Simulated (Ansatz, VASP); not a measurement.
## Ge in VASP and in Ansatz

```
CELL_PARAMETERS angstrom
0.00000 2.74031 3.01434
2.74031 0.00000 3.01434
2.74031 2.74031 0.00000
ATOMIC_POSITIONS crystal
Ge 0.50000 0.50000 0.50000
Ge 0.75000 0.75000 0.75000
```

Alike in both runs: task single point; functional r2SCAN; k mesh 12 × 12 × 12; occupations gaussian, width 0.05 eV; no spin polarisation.

|  | VASP | Ansatz |
| --- | --- | --- |
| version | VASP 6.6.1 | Ansatz 0.2.0 |
| potentials or method | VASP PAW PBE potentials, release 64 (Ge_d), cutoff 520 eV | scalar-relativistic, plane waves, PAW |
| valence electrons in the cell | 28 | 28 |

Ansatz gave:

| Property | Result |
| --- | --- |
| gap on the k mesh at the Fermi level (eV) | none |
| pressure (GPa) | 0.7 |
| traceless stress, the component that is largest in VASP (GPa) | -6.04 |

Question: Which values does VASP return?

Answer: gap on the k mesh at the Fermi level (eV): none; pressure (GPa): 0.8; traceless stress, the component that is largest in VASP (GPa): -6.00.

VASP's potentials were made for PBE, not for r2SCAN. A gap of «none» marks a metal or a gap that the smearing closes. With one functional, cell and mesh, what is left measures potentials, basis and numerics.
